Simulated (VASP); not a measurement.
Here is a VASP 6.6.1 calculation.

INCAR

```
SYSTEM = Cs4ErTe
PREC     = Accurate       ! precision mode
ENCUT    = 500            ! plane-wave cutoff, eV
EDIFF    = 1E-6           ! SCF threshold, eV
ISMEAR   = 0              ! smearing method
SIGMA    = 0.2            ! smearing width, eV
LREAL    = .FALSE.        ! projectors in reciprocal space
LASPH    = .TRUE.         ! aspherical terms in the spheres
NELM     = 200            ! most SCF steps
ALGO     = Normal         ! electronic algorithm
ISIF     = 2              ! what is computed and relaxed
LWAVE    = .FALSE.        ! write WAVECAR
LCHARG   = .FALSE.        ! write CHGCAR
GGA      = PE             ! functional
NBANDS   = 34             ! bands
GGA_COMPAT= .FALSE.      
LMAXMIX  = 6              ! l up to which the mixer works
```

Contents of KPOINTS:

```
regular mesh
0
G
  3 3 2
  0 0 0
```

POSCAR

```
Cs4ErTe
1.0
    7.5592832226      0.0000000000      0.0000000000
    0.0000000000      6.5989965774      0.0000000000
    0.0000000000      0.0000000000      8.4977061783
Cs Er Te
4 1 1
Direct
    0.5000000000      0.0000000000      0.5000000000
    0.0000000000      0.5000000000      0.7699715644
    0.0000000000      0.5000000000      0.2300284356
    0.5000000000      0.5000000000      0.5000000000
    0.5000000000      0.5000000000      0.0000000000
    0.5000000000      0.0000000000      0.0000000000
```

Potentials or basis: VASP PAW PBE potentials, release 64 (Cs_sv, Er_3, Te), 4f in core.

Launch:

```sh
$ cat potpaw_PBE.64/Cs_sv/POTCAR potpaw_PBE.64/Er_3/POTCAR potpaw_PBE.64/Te/POTCAR > POTCAR
$ mpirun -np 1 vasp_std > vasp.out
```

**Question.** What does it give for the pressure?

**Answer.** 0.2 GPa.

**Question.** Estimate the band gap on the k mesh.

**Answer.** Zero (an odd number of electrons rules out a gap without spin polarisation).

**Question.** Predict the largest force.

**Answer.** 0.008 eV/Å.

Forces in eV/Å, atoms in the order of the input:
```
Cs   0.000  0.000  0.000
Cs   0.000  0.000 -0.008
Cs   0.000  0.000  0.008
Cs   0.000  0.000  0.000
Er   0.000  0.000  0.000
Te   0.000  0.000  0.000
```

Caveat: the k points lie up to 0.37 Å⁻¹ apart, too coarse for converged energies and pressures of a metal; spin-orbit coupling is left out, which moves the levels of the heavy elements; the 4f electrons are frozen in the core, so they carry no moment and show no levels. Spin polarisation is off, so any magnetic state and its effect on volume and gap are missing.
